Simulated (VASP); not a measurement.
# Zn2SiN2 (P6/mmm) in VASP: a series of runs

Zn2SiN2 is run at these levels: PBE; tasks: single point, relaxation of cell and atoms.

All numbers are computed with VASP 6.6.1; they aren't measurements. Logs are shortened: lines on timing, memory, paths and dates and some standing lists are left out, and cuts for length are marked.

## 1. The cell of the first run

The structure is hexagonal, space group P6/mmm (No. 191). Conventional cell: a = 3.580 Å, b = 3.580 Å, c = 7.143 Å, α = 90.00°, β = 90.00°, γ = 120.00°. Within 1.9 Å of Zn (site symmetry 6mm) lie 1 N at 1.41 Å and 1 Si at 1.48 Å. Si (site symmetry 6/mmm) has 2 Zn at 1.48 Å within 2.0 Å. Within 1.8 Å of N (site symmetry 6mm) lie 1 N at 1.35 Å and 1 Zn at 1.41 Å.

The cell was generated, and may not be a known phase.

## 2. Single point, PBE

INCAR reads:

```
PREC     = Accurate       # precision mode
ENCUT    = 520            # plane-wave cutoff, eV
EDIFF    = 1E-6           # SCF threshold, eV
ISMEAR   = 0              # smearing method
SIGMA    = 0.1            # smearing width, eV
LREAL    = False          # projectors in reciprocal space
LASPH    = True           # aspherical terms in the spheres
NELM     = 60             # most SCF steps
ALGO     = Normal         # electronic algorithm
ISIF     = 2              # what is computed and relaxed
LWAVE    = False          # write WAVECAR
LCHARG   = True           # write CHGCAR
GGA      = PE             # functional
LELF     = True           # ELF
LVHAR    = True         
NBANDS   = 27             # bands
```

KPOINTS reads:

```
regular mesh
0
Gamma
  6 6 4
```

POSCAR reads:

```
Zn2SiN2
1.0
    3.5797990700      0.0000000000      0.0000000000
   -1.7898995300      3.1001969300      0.0000000000
    0.0000000000      0.0000000000      7.1426729900
Zn Si N
2 1 2
Direct
    0.0000000000      0.0000000000      0.7924642500
    0.0000000000      0.0000000000      0.2075357500
    0.0000000000      0.0000000000      0.0000000000
    0.0000000000      0.0000000000      0.4052762900
    0.0000000000      0.0000000000      0.5947237100
```

Potentials or basis: VASP PAW PBE potentials, release 64 (Zn, Si, N).

Launch:

```sh
> cat potpaw_PBE.64/Zn/POTCAR potpaw_PBE.64/Si/POTCAR potpaw_PBE.64/N/POTCAR > POTCAR
> mpirun -np 1 vasp_std > vasp.out
```

OUTCAR:

```text
PREC = Accurate
   ENCUT = 520
   EDIFF = 1E-6
   ISMEAR = 0
   LREAL = False
   LASPH = True
   NELM = 60
   ISIF = 2
   GGA = PE

 ion  position               nearest neighbor table
   1  0.000  0.000  0.792-   5 1.41   3 1.48   2 2.96
   2  0.000  0.000  0.208-   4 1.41   3 1.48   1 2.96
   3  0.000  0.000  0.000-   1 1.48   2 1.48
   4  0.000  0.000  0.405-   5 1.35   2 1.41
   5  0.000  0.000  0.595-   4 1.35   1 1.41

 -----------------------------------------------------------------------------
|                                                                             |
|           W    W    AA    RRRRR   N    N  II  N    N   GGGG   !!!           |
|           W    W   A  A   R    R  NN   N  II  NN   N  G    G  !!!           |
|           W    W  A    A  R    R  N N  N  II  N N  N  G       !!!           |
|           W WW W  AAAAAA  RRRRR   N  N N  II  N  N N  G  GGG   !            |
|           WW  WW  A    A  R   R   N   NN  II  N   NN  G    G                |
|           W    W  A    A  R    R  N    N  II  N    N   GGGG   !!!           |
|                                                                             |
|     The distance between some ions is very small. Please check the          |
|     nearest-neighbor list in the OUTCAR file.                               |
|     I HOPE YOU KNOW WHAT YOU ARE DOING!                                     |
|                                                                             |
 -----------------------------------------------------------------------------

  LATTYP: Found a hexagonal cell.
 ALAT       =     3.5797990700
 C/A-ratio  =     1.9952720391

  Lattice vectors:

 A1 = (   3.5797990700,   0.0000000000,   0.0000000000)
 A2 = (  -1.7898995300,   3.1001969300,   0.0000000000)
 A3 = (   0.0000000000,   0.0000000000,   7.1426729900)

Analysis of symmetry for initial positions (statically):
=====================================================================
 Subroutine PRICEL returns:
 Original cell was already a primitive cell.

 Routine SETGRP: Setting up the symmetry group for a
 hexagonal supercell.

 Subroutine GETGRP returns: Found 24 space group operations
 (whereof 24 operations were pure point group operations)
 out of a pool of 24 trial point group operations.

The static configuration has the point symmetry D_6h.

Analysis of symmetry for dynamics (positions and initial velocities):
=====================================================================
 Subroutine PRICEL returns:
 Original cell was already a primitive cell.

 Routine SETGRP: Setting up the symmetry group for a
 hexagonal supercell.

 Subroutine GETGRP returns: Found 24 space group operations
 (whereof 24 operations were pure point group operations)
 out of a pool of 24 trial point group operations.

The dynamic configuration has the point symmetry D_6h.

 Subroutine INISYM returns: Found 24 space group operations
 (whereof 24 operations are pure point group operations),
 and found     1 'primitive' translations

----------------------------------------------------------------------------------------

                                     Primitive cell

  volume of cell :      79.2700

  direct lattice vectors                    reciprocal lattice vectors
     3.579799070  0.000000000  0.000000000     0.279345287  0.161280077  0.000000000
    -1.789899530  3.100196930  0.000000000     0.000000000  0.322560154  0.000000000
     0.000000000  0.000000000  7.142672990     0.000000000  0.000000000  0.140003609

  length of vectors
     3.579799070  3.579799063  7.142672990     0.322560154  0.322560154  0.140003609

  position of ions in fractional coordinates (direct lattice)
     0.000000000  0.000000000  0.792464250
     0.000000000  0.000000000  0.207535750
     0.000000000  0.000000000  0.000000000
     0.000000000  0.000000000  0.405276290
     0.000000000  0.000000000  0.594723710

  ion indices of the primitive-cell ions
   primitive index   ion index
                 1           1
                 2           2
                 3           3
                 4           4
                 5           5

----------------------------------------------------------------------------------------

 KPOINTS: regular mesh

Automatic generation of k-mesh.
 Grid dimensions read from file:
 generate k-points for:    6    6    4

 Generating k-lattice:

  Cartesian coordinates                     Fractional coordinates (reciprocal lattice)
     0.046557548  0.026880013  0.000000000     0.166666667  0.000000000  0.000000000
     0.000000000  0.053760026  0.000000000     0.000000000  0.166666667  0.000000000
     0.000000000  0.000000000  0.035000902     0.000000000  0.000000000  0.250000000

  Length of vectors
     0.053760026  0.053760026  0.035000902

  Shift w.r.t. Gamma in fractional coordinates (k-lattice)
     0.000000000  0.000000000  0.000000000

 Subroutine IBZKPT returns following result:
 ===========================================

 Found     21 irreducible k-points:

 Following reciprocal coordinates:
            Coordinates               Weight
  0.000000  0.000000  0.000000      1.000000
  0.166667  0.000000  0.000000      6.000000
  0.333333  0.000000  0.000000      6.000000
  0.500000  0.000000  0.000000      3.000000
  0.166667  0.166667  0.000000      6.000000
  0.333333  0.166667  0.000000     12.000000
[... 13 lines left out ...]
  0.333333  0.166667  0.500000     12.000000
  0.333333  0.333333  0.500000      2.000000
   k-points           NKPTS =     21   k-points in BZ     NKDIM =     21   number of bands    NBANDS=     27
   number of dos      NEDOS =    301   number of ions     NIONS =      5
   total plane-waves  NPLWV =  42336
   dimension x,y,z NGX =    28 NGY =   28 NGZ =   54
   dimension x,y,z NGXF=    56 NGYF=   56 NGZF=  108
   ions per type =               2   1   2
   NGX,Y,Z   is equivalent  to a cutoff of  13.00, 13.00, 12.57 a.u.
   NGXF,Y,Z  is equivalent  to a cutoff of  26.01, 26.01, 25.14 a.u.
 SYSTEM =  unknown system
   PREC   = accura    normal or accurate (medium, high low for compatibility)
   ISTART =      0    job   : 0-new  1-cont  2-samecut
   ICHARG =      2    charge: 1-file 2-atom 10-const
   ISPIN  =      1    spin polarized calculation?
   LNONCOLLINEAR =      F non collinear calculations
   LSORBIT =      F    spin-orbit coupling
   LASPH  =      T    aspherical Exc in radial PAW
   ENCUT  =  520.0 eV  38.22 Ry    6.18 a.u.   6.66  6.66 13.28*2*pi/ulx,y,z
   NELM   =     60;   NELMIN=  2; NELMDL= -5     # of ELM steps
   EDIFF  = 0.1E-05   stopping-criterion for ELM
   LREAL  =      F    real-space projection
   EDIFFG = 0.1E-04   stopping-criterion for IOM
   NSW    =      0    number of steps for IOM
   IBRION =     -1    ionic relax: 0-MD 1-quasi-New 2-CG
   NFREE  =      0    steps in history (QN), initial steepest desc. (CG)
   ISIF   =      2    stress and relaxation
   ISYM   =      2    0-nonsym 1-usesym 2-fastsym
   POTIM  = 0.5000    time-step for ionic-motion
   TEBEG  =    0.0;   TEEND  =   0.0 temperature during run
   PSTRESS=    0.0 pullay stress
   NELECT =      38.0000    total number of electrons
   NUPDOWN=      -1.0000    fix difference up-down
   EMIN   =  10.00;   EMAX   =-10.00  energy-range for DOS
   EFERMI =   0.00;   METHOD = LEGACY
   ISMEAR =     0;   SIGMA  =   0.10  broadening in eV -4-tet -1-fermi 0-gaus
   EFERMI_NEDOS =   21; number of points for ismear=-14 and -15
   IALGO  =     38    algorithm
   IMIX   =      4    mixing-type and parameters
     AMIX     =   0.40;   BMIX     =  1.00
     AMIX_MAG =   1.60;   BMIX_MAG =  1.00
  volume/ion in A,a.u.               =      15.85       106.99
  Fermi-wavevector in a.u.,A,eV,Ry     =   1.281248  2.421207 22.335268  1.641596
  Thomas-Fermi vector in A             =   2.413629
   LORBIT       =      0    0 simple, 1 ext, 2 COOP (PROOUT), +10 PAW based schemes
   GGA     = PE    functional components
   LHFCALC =     F    Hartree Fock is set to
   AEXX    =    0.0000 exact exchange contribution
   IVDW    =     0    specifies the selected vdW correction
   LEPSILON=     F    determine dielectric tensor
   LRPA    =     F    only Hartree local field effects (RPA)
 non-spin polarized calculation
 Gauss-broadening in eV      SIGMA  =   0.10
  energy-cutoff  :      520.00
  volume of cell :       79.27
 maximum number of plane-waves:      2163
 NGX is ok and might be reduce to    28
   NGX = 13   NGY = 13   NGZ = 27

 number of electron      38.0000006 magnetization

 Free energy of the ion-electron system (eV)
  ---------------------------------------------------
  ext. energy  EPLUGINS =         0.00000000
  ---------------------------------------------------
  free energy    TOTEN  =         6.76055928 eV

  energy without entropy =        6.77278718  energy(sigma->0) =        6.76667323

 E-fermi :   2.1396     XC(G=0):  -9.3653

 val. band max:        2.0729945199   @ k =   0.0000   0.0000   0.5000
 cond. band min:       2.1860680261   @ k =   0.1667   0.0000   0.2500
 fundamental gap:      0.1130735062
 Fermi energy:         2.1395518903

 k-point     1 :       0.0000    0.0000    0.0000
  band No.  band energies     occupation
      1     -17.5837      2.00000
      2     -13.6904      2.00000
      3     -11.7122      2.00000
      4      -9.1013      2.00000
      5      -9.1013      2.00000
      6      -8.8967      2.00000
[... 19 lines left out ...]
     26      10.8899      0.00000
     27      11.1510      0.00000

 k-point     2 :       0.1667    0.0000    0.0000
  band No.  band energies     occupation
      1     -17.5481      2.00000
      2     -13.6722      2.00000
      3     -11.6940      2.00000
      4      -9.1492      2.00000
      5      -9.1102      2.00000
      6      -8.9129      2.00000
[... 562 lines left out ...]
 k-point    21 :       0.3333    0.3333    0.5000
  band No.  band energies     occupation
      1     -17.3876      2.00000
      2     -13.9086      2.00000
      3     -11.1242      2.00000
      4      -9.0909      2.00000
      5      -9.0909      2.00000
      6      -9.0833      2.00000
[... 19 lines left out ...]
     26      11.1216      0.00000
     27      12.2692      0.00000

------------------------ aborting loop because EDIFF is reached ----------------------------------------

  FORCE on cell =-STRESS in cart. coord.  units (eV):
  Direction    XX          YY          ZZ          XY          YZ          ZX
  --------------------------------------------------------------------------------------
  -------------------------------------------------------------------------------------
  Total        0.4368244      0.4368244    187.8893579      0.0000000      0.0000000     -0.0000000
  in kB        8.8289437      8.8289436   3797.5549296      0.0000000      0.0000000     -0.0000000
  external PRESSURE =    1271.7376056 kB  Pullay stress =       0.0000000 kB

 VOLUME and BASIS-vectors are now :
 -----------------------------------------------------------------------------
  energy-cutoff  :      520.00
  volume of cell :       79.27
      direct lattice vectors                 reciprocal lattice vectors
     3.579799070  0.000000000  0.000000000     0.279345287  0.161280077  0.000000000
    -1.789899530  3.100196930  0.000000000     0.000000000  0.322560154  0.000000000
     0.000000000  0.000000000  7.142672990     0.000000000  0.000000000  0.140003609

 POSITION                                       TOTAL-FORCE (eV/Angst)
 -----------------------------------------------------------------------------------
      0.00000      0.00000      5.66031         0.000000      0.000000    -19.564596
      0.00000      0.00000      1.48236        -0.000000     -0.000000     19.564596
      0.00000      0.00000      0.00000        -0.000000     -0.000000      0.000000
      0.00000      0.00000      2.89476         0.000000      0.000000     30.525156
      0.00000      0.00000      4.24792         0.000000     -0.000000    -30.525156
 -----------------------------------------------------------------------------------
    total drift:                               -0.000000      0.000000      0.000000

  FREE ENERGIE OF THE ION-ELECTRON SYSTEM (eV)
  ---------------------------------------------------
  free  energy   TOTEN  =         6.7605592811 eV

  energy  without entropy=        6.7727871797  energy(sigma->0) =        6.76667323
```

It took 33 s on 1 thread of AMD EPYC 9R45 (Zen 5), shared host; peak memory 0.18 GiB.

Results:

```yaml
Free_energy: 6.7606 eV
Pressure: 127.2 GPa
Largest_force: 30.525 eV/Å
Band_gap_on_the_k_mesh: zero (bands 19 and 20 overlap by 1.49 eV)
```

Forces on the atoms (eV/Å):
```
Zn    0.000   0.000 -19.565
Zn    0.000   0.000  19.565
Si    0.000   0.000   0.000
N     0.000   0.000  30.525
N     0.000   0.000 -30.525
```

Stress tensor (GPa, compression positive):
```
  0.88   0.00   0.00
  0.00   0.88   0.00
  0.00   0.00 379.76
```

Levels at points of the mesh, in eV from the Fermi level:
| k point | band 17 | band 18 | band 19 | band 20 | band 21 | band 22 |
| --- | --- | --- | --- | --- | --- | --- |
| (0.00, 0.00, 0.00) | -3.35 | 0.53 | 0.53 | 2.77 | 2.77 | 5.17 |
| (0.50, 0.00, 0.00) | -2.16 | -1.67 | -1.55 | 0.16 | 1.44 | 4.12 |
| (0.00, 0.00, 0.50) | -2.33 | -0.07 | -0.07 | 3.75 | 3.75 | 5.14 |
| (0.50, 0.00, 0.50) | -3.89 | -0.99 | -0.77 | 0.89 | 2.09 | 2.83 |

Caveat: atoms lie so close that the PAW spheres overlap strongly, which falsifies energies and pressures; the stress differs along the axes, from 1 to 380 GPa; forces of over 1 eV/Å act on the atoms, so gaps and moduli don't describe the material at rest.

[end of part 1 of 2]

The gap in the log of VASP goes by the Fermi energy; the results here count the filled bands.